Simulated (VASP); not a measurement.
Input of a VASP 6.6.1 run:

File POSCAR:

```
CdS
1.0
    0.0000000000      2.9392148400      2.9392148400
    2.9392148400      0.0000000000      2.9392148400
    2.9392148400      2.9392148400      0.0000000000
Cd S
1 1
Direct
    0.0000000000      0.0000000000      0.0000000000
    0.2500000000      0.2500000000      0.2500000000
```

The input INCAR.step1:

```
SYSTEM = CdS
PREC = Accurate
ENCUT = 520
ISMEAR = 0
SIGMA = 0.01
LREAL = .False.
LASPH = .True.
NELM = 60
NBANDS = 16
GGA = PE
ALGO = Normal
EDIFF = 1E-4
LWAVE = .True.
LCHARG = .False.
```

Contents of INCAR.step2:

```
SYSTEM = CdS
PREC = Accurate
ENCUT = 520
EDIFF = 1E-6
ISMEAR = 0
SIGMA = 0.01
LREAL = .False.
LASPH = .True.
NELM = 60
ALGO = Normal
ISIF = 2
LWAVE = .False.
LCHARG = .False.
METAGGA = R2SCAN
LMIXTAU = .True.
NBANDS = 16
ISTART = 1
```

File KPOINTS:

```
regular mesh
0
Gamma
  6 6 6
  0 0 0
```

Potentials or basis: VASP PAW PBE potentials, release 64 (Cd, S).

The run is started by

```bash
$ cat potpaw_PBE.64/Cd/POTCAR potpaw_PBE.64/S/POTCAR > POTCAR
$ cp INCAR.step1 INCAR
$ mpirun -np 1 vasp_std > vasp.out
$ cp INCAR.step2 INCAR
$ mpirun -np 1 vasp_std > vasp.out
```

Problem. Estimate the band gap on the k mesh.

Solution. 1.54 eV, direct.

Problem. What does it give for the pressure?

Solution. 0.3 GPa.

Caveat: the PAW data sets were made with another functional, which shifts forces and pressure a little. r2SCAN opens gaps a little over a GGA but as a rule still falls short of measured ones.
